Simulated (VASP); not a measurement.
# Si4HCl in VASP: a series of runs

The runs below take Si4HCl through single point, with PBE+D3(BJ).

Program: VASP 6.6.1. These are calculated values, not measurements. Logs are shortened: lines on timing, memory, paths and dates and some standing lists are left out, and cuts for length are marked.

### 1 The cell of the first run

The cell holds a slab with vacuum, 24 atoms: a = 7.667 Å, b = 5.422 Å, c = 24.620 Å, α = 90.00°, β = 90.00°, γ = 90.00°.

### 2 Single point, PBE+D3(BJ)

INCAR reads:

```
SYSTEM = Si4HCl
PREC = Accurate
ENCUT = 520
EDIFF = 1E-6
ISMEAR = 0
SIGMA = 0.05
LREAL = Auto
LASPH = .True.
NELM = 60
ALGO = Normal
ISIF = 2
LWAVE = .False.
LCHARG = .False.
LDIPOL = .True.
IDIPOL = 3
DIPOL = 0.5 0.5 0.505
GGA = PE
IVDW = 12
NBANDS = 66
```

KPOINTS reads:

```
Automatic mesh
0
Gamma
  2 3 1
  0 0 0
```

POSCAR reads:

```
Si4HCl
1.0
    7.6671877233      0.0000000000      0.0000000000
    0.0000000000      5.4215204318      0.0000000000
    0.0000000000      0.0000000000     24.6199680262
Si Cl H
16 4 4
Direct
    0.2500000000      0.0000000000      0.3937382107
    0.7500000000      0.0000000000      0.3937382107
    0.5000000000      0.2500000000      0.3937382107
    0.0000000000      0.2500000000      0.3937382107
    0.5000000000      0.5000000000      0.4715935892
    0.0000000000      0.5000000000      0.4715935892
    0.7500000000      0.7500000000      0.4715935892
    0.2500000000      0.7500000000      0.4715935892
    0.7500000000      0.0014108391      0.5486658668
    0.2500000000      0.0014108391      0.5486658668
    0.0000000000      0.2485891609      0.5486658668
    0.5000000000      0.2485891609      0.5486658668
    0.0000000000      0.5013399450      0.6260967827
    0.5000000000      0.5013399450      0.6260967827
    0.2500000000      0.7486600550      0.6260967827
    0.7500000000      0.7486600550      0.6260967827
    0.2500000000      0.8569579191      0.3165515677
    0.7500000000      0.8569579191      0.3165515677
    0.5000000000      0.3930420809      0.3165515677
    0.0000000000      0.3930420809      0.3165515677
    0.0000000000      0.3379288173      0.6754735008
    0.5000000000      0.3379288173      0.6754735008
    0.2500000000      0.9120711827      0.6754735008
    0.7500000000      0.9120711827      0.6754735008
```

Potentials or basis: VASP PAW PBE potentials, release 64 (Si, Cl, H).

Run with:

```bash
$ cat potpaw_PBE.64/Si/POTCAR potpaw_PBE.64/Cl/POTCAR potpaw_PBE.64/H/POTCAR > POTCAR
$ mpirun -np 1 vasp_std > vasp.out
```

OUTCAR:

```text
SYSTEM = Si4HCl
   PREC = Accurate
   ENCUT = 520
   EDIFF = 1E-6
   ISMEAR = 0
   LREAL = Auto
   LASPH = .True.
   NELM = 60
   ISIF = 2
   GGA = PE
   IVDW = 12
 IVDW          = 12

 ion  position               nearest neighbor table
   1  0.250  0.000  0.394-  17 2.05   8 2.35   3 2.35   4 2.35
   2  0.750  0.000  0.394-  18 2.05   7 2.35   3 2.35   4 2.35
   3  0.500  0.250  0.394-  19 2.05   5 2.35   1 2.35   2 2.35
   4  0.000  0.250  0.394-  20 2.05   6 2.35   1 2.35   2 2.35
   5  0.500  0.500  0.472-  12 2.34   3 2.35   8 2.35   7 2.35
   6  0.000  0.500  0.472-  11 2.34   4 2.35   8 2.35   7 2.35
[... 8 lines left out ...]
  15  0.250  0.749  0.626-  23 1.50  14 2.34  13 2.34  10 2.35
  16  0.750  0.749  0.626-  24 1.50  14 2.34  13 2.34   9 2.35
  17  0.250  0.857  0.317-   1 2.05
  18  0.750  0.857  0.317-   2 2.05
  19  0.500  0.393  0.317-   3 2.05
  20  0.000  0.393  0.317-   4 2.05
  21  0.000  0.338  0.675-  13 1.50
  22  0.500  0.338  0.675-  14 1.50
  23  0.250  0.912  0.675-  15 1.50
  24  0.750  0.912  0.675-  16 1.50

  LATTYP: Found a simple orthorhombic cell.
 ALAT       =     5.4215204318
 B/A-ratio  =     1.4142135624
 C/A-ratio  =     4.5411556289

  Lattice vectors:

 A1 = (   0.0000000000,  -5.4215204318,   0.0000000000)
 A2 = (   7.6671877233,   0.0000000000,   0.0000000000)
 A3 = (   0.0000000000,   0.0000000000,  24.6199680262)

Analysis of symmetry for initial positions (statically):
=====================================================================
 Subroutine PRICEL returns following result:

  LATTYP: Found a simple orthorhombic cell.
 ALAT       =     3.8335938617
 B/A-ratio  =     1.4142135624
 C/A-ratio  =     6.4221638793

  Lattice vectors:

 A1 = (   3.8335938617,   0.0000000000,   0.0000000000)
 A2 = (   0.0000000000,   5.4215204318,   0.0000000000)
 A3 = (   0.0000000000,   0.0000000000,  24.6199680262)

   2 primitive cells build up your supercell.

 Routine SETGRP: Setting up the symmetry group for a
 simple orthorhombic supercell.

 Subroutine GETGRP returns: Found  4 space group operations
 (whereof  2 operations were pure point group operations)
 out of a pool of  8 trial point group operations.

The static configuration has the point symmetry C_1h.
 The point group associated with its full space group is C_2v.

Analysis of symmetry for dynamics (positions and initial velocities):
=====================================================================
 Subroutine PRICEL returns following result:

  LATTYP: Found a simple orthorhombic cell.
 ALAT       =     3.8335938617
 B/A-ratio  =     1.4142135624
 C/A-ratio  =     6.4221638793

  Lattice vectors:

 A1 = (   3.8335938617,   0.0000000000,   0.0000000000)
 A2 = (   0.0000000000,   5.4215204318,   0.0000000000)
 A3 = (   0.0000000000,   0.0000000000,  24.6199680262)

   2 primitive cells build up your supercell.

 Routine SETGRP: Setting up the symmetry group for a
 simple orthorhombic supercell.

 Subroutine GETGRP returns: Found  4 space group operations
 (whereof  2 operations were pure point group operations)
 out of a pool of  8 trial point group operations.

The dynamic configuration has the point symmetry C_1h.
 The point group associated with its full space group is C_2v.

 Subroutine INISYM returns: Found  4 space group operations
 (whereof  2 operations are pure point group operations),
 and found     2 'primitive' translations

----------------------------------------------------------------------------------------

                                     Primitive cell

  volume of cell :     511.6991

  direct lattice vectors                    reciprocal lattice vectors
     3.833593862  0.000000000  0.000000000     0.260851837  0.000000000  0.000000000
     0.000000000  5.421520432  0.000000000     0.000000000  0.184450103  0.000000000
     0.000000000  0.000000000 24.619968026     0.000000000  0.000000000  0.040617437

  length of vectors
     3.833593862  5.421520432 24.619968026     0.260851837  0.184450103  0.040617437

  position of ions in fractional coordinates (direct lattice)
     0.500000000  0.000000000  0.393738211
     0.000000000  0.250000000  0.393738211
     0.000000000  0.500000000  0.471593589
     0.500000000  0.750000000  0.471593589
     0.500000000  0.001410839  0.548665867
     0.000000000  0.248589161  0.548665867
     0.000000000  0.501339945  0.626096783
     0.500000000  0.748660055  0.626096783
     0.500000000  0.856957919  0.316551568
     0.000000000  0.393042081  0.316551568
     0.000000000  0.337928817  0.675473501
     0.500000000  0.912071183  0.675473501

  ion indices of the primitive-cell ions
   primitive index   ion index
                 1           1
                 2           3
                 3           5
                 4           8
                 5          10
                 6          11
                 7          13
                 8          15
                 9          17
                10          19
                11          21
                12          23

----------------------------------------------------------------------------------------

 KPOINTS: Automatic mesh

Automatic generation of k-mesh.
 Grid dimensions read from file:
 generate k-points for:    2    3    1

 Generating k-lattice:

  Cartesian coordinates                     Fractional coordinates (reciprocal lattice)
     0.065212959  0.000000000  0.000000000     0.500000000  0.000000000  0.000000000
     0.000000000  0.061483368  0.000000000     0.000000000  0.333333333  0.000000000
     0.000000000  0.000000000  0.040617437     0.000000000  0.000000000  1.000000000

  Length of vectors
     0.065212959  0.061483368  0.040617437

  Shift w.r.t. Gamma in fractional coordinates (k-lattice)
     0.000000000  0.000000000  0.000000000

 Subroutine IBZKPT returns following result:
 ===========================================

 Found      4 irreducible k-points:

 Following reciprocal coordinates:
            Coordinates               Weight
  0.000000  0.000000  0.000000      1.000000
  0.500000  0.000000  0.000000      1.000000
  0.000000  0.333333  0.000000      2.000000
  0.500000  0.333333  0.000000      2.000000
   k-points           NKPTS =      4   k-points in BZ     NKDIM =      4   number of bands    NBANDS=     66
   number of dos      NEDOS =    301   number of ions     NIONS =     24
   total plane-waves  NPLWV = 460800
   dimension x,y,z NGX =    60 NGY =   40 NGZ =  192
   dimension x,y,z NGXF=   120 NGYF=   80 NGZF=  384
   ions per type =              16   4   4
   NGX,Y,Z   is equivalent  to a cutoff of  13.01, 12.27, 12.96 a.u.
   NGXF,Y,Z  is equivalent  to a cutoff of  26.02, 24.53, 25.93 a.u.
 SYSTEM =  Si4HCl
   PREC   = accura    normal or accurate (medium, high low for compatibility)
   ISTART =      0    job   : 0-new  1-cont  2-samecut
   ICHARG =      2    charge: 1-file 2-atom 10-const
   ISPIN  =      1    spin polarized calculation?
   LNONCOLLINEAR =      F non collinear calculations
   LSORBIT =      F    spin-orbit coupling
   LASPH  =      T    aspherical Exc in radial PAW
   ENCUT  =  520.0 eV  38.22 Ry    6.18 a.u.  14.26 10.08 45.78*2*pi/ulx,y,z
   NELM   =     60;   NELMIN=  2; NELMDL= -5     # of ELM steps
   EDIFF  = 0.1E-05   stopping-criterion for ELM
   LREAL  =      T    real-space projection
   EDIFFG = 0.1E-04   stopping-criterion for IOM
   NSW    =      0    number of steps for IOM
[... 5 lines left out ...]
   TEBEG  =    0.0;   TEEND  =   0.0 temperature during run
   PSTRESS=    0.0 pullay stress
   NELECT =      96.0000    total number of electrons
   NUPDOWN=      -1.0000    fix difference up-down
   EMIN   =  10.00;   EMAX   =-10.00  energy-range for DOS
   EFERMI =   0.00;   METHOD = LEGACY
   ISMEAR =     0;   SIGMA  =   0.05  broadening in eV -4-tet -1-fermi 0-gaus
   EFERMI_NEDOS =   21; number of points for ismear=-14 and -15
   IALGO  =     38    algorithm
   IMIX   =      4    mixing-type and parameters
     AMIX     =   0.40;   BMIX     =  1.00
     AMIX_MAG =   1.60;   BMIX_MAG =  1.00
  volume/ion in A,a.u.               =      42.64       287.76
  Fermi-wavevector in a.u.,A,eV,Ry     =   0.743847  1.405667  7.528220  0.553309
  Thomas-Fermi vector in A             =   1.839059
   LORBIT       =      0    0 simple, 1 ext, 2 COOP (PROOUT), +10 PAW based schemes
   GGA     = PE    functional components
   LHFCALC =     F    Hartree Fock is set to
   AEXX    =    0.0000 exact exchange contribution
   IVDW    =    12    specifies the selected vdW correction
   LEPSILON=     F    determine dielectric tensor
   LRPA    =     F    only Hartree local field effects (RPA)
 non-spin polarized calculation
 Gauss-broadening in eV      SIGMA  =   0.05
  energy-cutoff  :      520.00
  volume of cell :     1023.40
 maximum number of plane-waves:     27582
 NGX is ok and might be reduce to    60
   NGX = 29   NGY = 21   NGZ = 91

 number of electron      95.9999995 magnetization

 dipolmoment           0.000000      0.000000     -0.265153 electrons x Angstroem

 Free energy of the ion-electron system (eV)
  ---------------------------------------------------
  ext. energy  EPLUGINS =         0.00000000
  ---------------------------------------------------
  free energy    TOTEN  =      -111.58146585 eV

  energy without entropy =     -111.58146585  energy(sigma->0) =     -111.58146585

 E-fermi :  -0.6611     XC(G=0):  -4.3434

 val. band max:       -0.9050648708   @ k =   0.0000   0.0000   0.0000
 cond. band min:       0.0925553409   @ k =   0.0000   0.0000   0.0000
 fundamental gap:      0.9976202117
 Fermi energy:        -0.6610768891

 k-point     1 :       0.0000    0.0000    0.0000
  band No.  band energies     occupation
      1     -16.9725      2.00000
      2     -16.4510      2.00000
      3     -16.4510      2.00000
      4     -16.1291      2.00000
      5     -12.5607      2.00000
      6     -11.4535      2.00000
[... 52 lines left out ...]
     59       2.0420      0.00000
     60       2.0420      0.00000

 k-point     2 :       0.5000    0.0000    0.0000
  band No.  band energies     occupation
      1     -16.8046      2.00000
      2     -16.8046      2.00000
      3     -16.1977      2.00000
      4     -16.1977      2.00000
      5     -12.0242      2.00000
      6     -12.0242      2.00000
[... 52 lines left out ...]
     59       2.5527      0.00000
     60       2.5527      0.00000

 k-point     3 :       0.0000    0.3333    0.0000
  band No.  band energies     occupation
      1     -16.7840      2.00000
      2     -16.4443      2.00000
      3     -16.4443      2.00000
      4     -16.3647      2.00000
      5     -12.0986      2.00000
      6     -11.1272      2.00000
[... 52 lines left out ...]
     59       2.0603      0.00000
     60       2.2709      0.00000

 k-point     4 :       0.5000    0.3333    0.0000
  band No.  band energies     occupation
      1     -16.6618      2.00000
      2     -16.6618      2.00000
      3     -16.3586      2.00000
      4     -16.3586      2.00000
      5     -11.5861      2.00000
      6     -11.5861      2.00000
[... 52 lines left out ...]
     59       2.7892      0.00000
     60       2.7892      0.00000
 [bands above 60 left out]

------------------------ aborting loop because EDIFF is reached ----------------------------------------

 vacuum level on the upper side and lower side of the slab       (xc-potential included)        -0.702         0.419

 Edisp (eV)   -4.88032

 E8    (eV) :    -2.0068

  FORCE on cell =-STRESS in cart. coord.  units (eV):
  Direction    XX          YY          ZZ          XY          YZ          ZX
  --------------------------------------------------------------------------------------
  -------------------------------------------------------------------------------------
  Total       6.00438     7.35263    -2.34948     0.00000     0.00000     0.00000
  in kB       9.40013    11.51088    -3.67821     0.00000     0.00000     0.00000
  external pressure =        5.74 kB  Pullay stress =        0.00 kB

 VOLUME and BASIS-vectors are now :
 -----------------------------------------------------------------------------
  energy-cutoff  :      520.00
  volume of cell :     1023.40
      direct lattice vectors                 reciprocal lattice vectors
     7.667187723  0.000000000  0.000000000     0.130425918  0.000000000  0.000000000
     0.000000000  5.421520432  0.000000000     0.000000000  0.184450103  0.000000000
     0.000000000  0.000000000 24.619968026     0.000000000  0.000000000  0.040617437

 POSITION                                       TOTAL-FORCE (eV/Angst)
 -----------------------------------------------------------------------------------
      1.91680      0.00000      9.69382        -0.000000      0.558455      0.148848
      5.75039      0.00000      9.69382        -0.000000      0.558455      0.148848
      3.83359      1.35538      9.69382        -0.000000     -0.558455      0.148848
      0.00000      1.35538      9.69382        -0.000000     -0.558455      0.148848
      3.83359      2.71076     11.61062        -0.000000      0.258973     -0.185668
      0.00000      2.71076     11.61062        -0.000000      0.258973     -0.185668
[... 16 lines left out ...]
      1.91680      4.94481     16.63014        -0.000000     -0.011977     -0.016925
      5.75039      4.94481     16.63014        -0.000000     -0.011977     -0.016925
 -----------------------------------------------------------------------------------
    total drift:                                0.000000      0.000000     -0.035768

  FREE ENERGIE OF THE ION-ELECTRON SYSTEM (eV)
  ---------------------------------------------------
  free  energy   TOTEN  =      -116.4617853327 eV

  energy  without entropy=     -116.4617853327  energy(sigma->0) =     -116.46178533

 vacuum level on the upper side and lower side of the slab         3.476         4.621
```

Run time: 12 min. Hardware: 1 thread of Intel Xeon Platinum 8259CL at 2.50GHz (Skylake/Cascade Lake), shared host; peak memory 0.95 GiB.

What came out:

```yaml
Free_energy: -116.4618 eV
Largest_force: 0.578 eV/Å
Band_gap_on_the_k_mesh: 1.00 eV
Dispersion_energy_per_atom: -0.203 eV
```

Forces on the atoms (eV/Å):
```
Si   0.000  0.558  0.149
Si   0.000  0.558  0.149
Si   0.000 -0.558  0.149
Si   0.000 -0.558  0.149
Si   0.000  0.259 -0.186
Si   0.000  0.259 -0.186
Si   0.000 -0.259 -0.186
Si   0.000 -0.259 -0.186
Si   0.000  0.002  0.003
Si   0.000  0.002  0.003
Si   0.000 -0.002  0.003
Si   0.000 -0.002  0.003
Si   0.000 -0.016  0.002
Si   0.000 -0.016  0.002
Si   0.000  0.016  0.002
Si   0.000  0.016  0.002
Cl   0.000  0.017  0.048
Cl   0.000  0.017  0.048
Cl   0.000 -0.017  0.048
Cl   0.000 -0.017  0.048
H    0.000  0.012 -0.017
H    0.000  0.012 -0.017
H    0.000 -0.012 -0.017
H    0.000 -0.012 -0.017
```

(Continued in part 2 of 2.)
